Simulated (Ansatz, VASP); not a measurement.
# One calculation of MgS, two programs

Contents of INCAR:

```
SYSTEM = MgS
  PREC = Accurate
  ENCUT = 520
  EDIFF = 1E-6
  ISMEAR = 0
  SIGMA = 0.05
  LREAL = .FALSE.
  LASPH = .TRUE.
  NELM = 80
  ALGO = Normal
  ISIF = 2
  LWAVE = .FALSE.
  LCHARG = .FALSE.
  GGA = PS
  NBANDS = 11
```

KPOINTS

```
Automatic mesh
0
G
  10 10 10
  0 0 0
```

Contents of POSCAR:

```
MgS
1.0
    0.0000000000      2.5910375066      2.5910375066
    2.5910375066      0.0000000000      2.5910375066
    2.5910375066      2.5910375066      0.0000000000
Mg S
1 1
Direct
    0.0000000000      0.0000000000      0.0000000000
    0.5096486446      0.5096486446      0.4903513554
```

Input for Ansatz:

```yaml
crystal:
  lattice:
    - [0.0, 2.5910375066, 2.5910375066]
    - [2.5910375066, 0.0, 2.5910375066]
    - [2.5910375066, 2.5910375066, 0.0]
  atoms:
    - { symbol: Mg, position: [0.0, 0.0, 0.0] }
    - { symbol: S, position: [0.5096486446, 0.5096486446, 0.4903513554] }
basis:
  ecutwfc: 420
  ecutrho_ratio: 4
kpoints:
  mp_grid: { grid: [10, 10, 10] }
hamiltonian:
  xc: pbesol
scf:
  occupations: { method: gaussian, width: 0.05 }
output:
  forces: true
  stress: true
  eigenvalues: true
```

Alike in both runs: task single point; functional PBEsol; k mesh 10 × 10 × 10; occupations gaussian, width 0.05 eV; no spin polarisation.

|  | VASP | Ansatz |
| --- | --- | --- |
| version | VASP 6.6.1 | Ansatz 0.2.0 |
| potentials or method | VASP PAW PBE potentials, release 64 (Mg, S), cutoff 520 eV | scalar-relativistic, plane waves, PAW |
| valence electrons in the cell | 8 | 16 |

```tsv
	VASP	Ansatz	Ansatz less VASP
gap on the k mesh at the Fermi level (eV)	2.73	2.73	-0.003
least direct gap on the mesh (eV)	3.69	3.69	0.000
pressure (GPa)	-0.1	0.1	+0.22
traceless stress, the component that is largest in VASP (GPa)	0.21	0.21	0.000
rms of the force components (eV/Å)	0.088	0.088	-0.0002
```

VASP's potentials were made for PBE, not for PBEsol. Atom by atom the forces differ by 0.000 eV/Å (rms over components). VASP's potentials hold 8 valence electrons a cell and Ansatz's 16, so a difference there can come from the potentials and not from the codes.
